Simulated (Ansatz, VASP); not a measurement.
## Cu in VASP and in Ansatz

```
Cu
1.0
     2.51514    0.00000    0.00000
    -1.25757    2.17817    0.00000
     0.00000    0.00000    4.10704
Cu
2
Direct
  0.33333 0.66667 0.25000
  0.66667 0.33333 0.75000
```

Alike in both runs: task single point; functional PBE; k mesh 21 × 21 × 12; occupations gaussian, width 0.15 eV; no spin polarisation.

|  | VASP | Ansatz |
| --- | --- | --- |
| version | VASP 6.6.1 | Ansatz 0.2.0 |
| potentials or method | VASP PAW PBE potentials, release 64 (Cu), cutoff 520 eV | scalar-relativistic, plane waves, PAW |
| valence electrons in the cell | 22 | 38 |

Ansatz gave:

| Quantity | Value |
| --- | --- |
| gap on the k mesh at the Fermi level (eV) | none |
| pressure (GPa) | 10.0 |
| traceless stress, the component that is largest in VASP (GPa) | 1.21 |

Problem. Estimate VASP's values.

Solution. gap on the k mesh at the Fermi level (eV): none; pressure (GPa): 10.7; traceless stress, the component that is largest in VASP (GPa): 1.18.

A gap of «none» marks a metal or a gap that the smearing closes. With one functional, cell and mesh, what is left measures potentials, basis and numerics. VASP's potentials hold 22 valence electrons a cell and Ansatz's 38, so a difference there can come from the potentials and not from the codes.
